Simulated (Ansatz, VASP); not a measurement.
## One calculation of MgW7, two programs

Contents of INCAR:

```
SYSTEM = MgW7
PREC     = Accurate       ! precision mode
ENCUT    = 520            ! plane-wave cutoff, eV
EDIFF    = 1E-7           ! SCF threshold, eV
ISMEAR   = 0              ! smearing method
SIGMA    = 0.1            ! smearing width, eV
LREAL    = .False.        ! projectors in reciprocal space
LASPH    = .True.         ! aspherical terms in the spheres
NELM     = 100            ! most SCF steps
ALGO     = Fast           ! electronic algorithm
ISIF     = 2              ! what is computed and relaxed
LWAVE    = .False.        ! write WAVECAR
LCHARG   = .False.        ! write CHGCAR
GGA      = PE             ! functional
NBANDS   = 60             ! bands
```

KPOINTS

```
Automatic mesh
0
Gamma
  4 4 2
  0 0 0
```

Contents of POSCAR:

```
MgW7
1.0
    4.0559990600      0.0000000000      0.0000000000
    0.0000000000      4.0559990600      0.0000000000
    0.0000000000      0.0000000000      8.1119981100
Mg W
1 7
Direct
    0.0000000000      0.0000000000      0.0000000000
    0.5000000000      0.0000000000      0.7500000000
    0.5000000000      0.5000000000      0.5000000000
    0.5000000000      0.0000000000      0.2500000000
    0.5000000000      0.5000000000      0.0000000000
    0.0000000000      0.5000000000      0.7500000000
    0.0000000000      0.0000000000      0.5000000000
    0.0000000000      0.5000000000      0.2500000000
```

Input for Ansatz:

```yaml
crystal:
  lattice:
    - [4.05599906, 0.0, 0.0]
    - [0.0, 4.05599906, 0.0]
    - [0.0, 0.0, 8.11199811]
  atoms:
    - { symbol: Mg, position: [0.0, 0.0, 0.0] }
    - { symbol: W, position: [0.5, 0.0, 0.75] }
    - { symbol: W, position: [0.5, 0.5, 0.5] }
    - { symbol: W, position: [0.5, 0.0, 0.25] }
    - { symbol: W, position: [0.5, 0.5, 0.0] }
    - { symbol: W, position: [0.0, 0.5, 0.75] }
    - { symbol: W, position: [0.0, 0.0, 0.5] }
    - { symbol: W, position: [0.0, 0.5, 0.25] }
basis:
  ecutwfc: 420
kpoints:
  mp_grid: { grid: [4, 4, 2] }
hamiltonian:
  xc: pbe
scf:
  occupations: { method: gaussian, width: 0.1 }
  lower_state_search: "off"
output:
  forces: true
  stress: true
  eigenvalues: true
```

Alike in both runs: task single point; functional PBE; k mesh 4 × 4 × 2; occupations gaussian, width 0.1 eV; no spin polarisation.

```csv
,VASP,Ansatz
version,VASP 6.6.1,Ansatz 0.2.0
potentials or method,"VASP PAW PBE potentials, release 64 (Mg, W_sv), cutoff 520 eV","scalar-relativistic, plane waves, PAW"
valence electrons in the cell,100,108
```

VASP gave:

| Item | Value |
| --- | --- |
| gap on the k mesh at the Fermi level (eV) | none |
| pressure (GPa) | -3.8 |
| traceless stress, the component that is largest in VASP (GPa) | 2.66 |
| rms of the force components (eV/Å) | 0.224 |

**Question.** Estimate Ansatz's values.

**Answer.** gap on the k mesh at the Fermi level (eV): none; pressure (GPa): -4.1; traceless stress, the component that is largest in VASP (GPa): 2.65; rms of the force components (eV/Å): 0.217.

Atom by atom the forces differ by 0.007 eV/Å (rms over components). A gap of «none» marks a metal or a gap that the smearing closes. With one functional, cell and mesh, what is left measures potentials, basis and numerics. VASP's potentials hold 100 valence electrons a cell and Ansatz's 108, so a difference there can come from the potentials and not from the codes.

The k mesh is coarse, so the values compare programs but aren't converged. Spin-orbit coupling is off throughout.
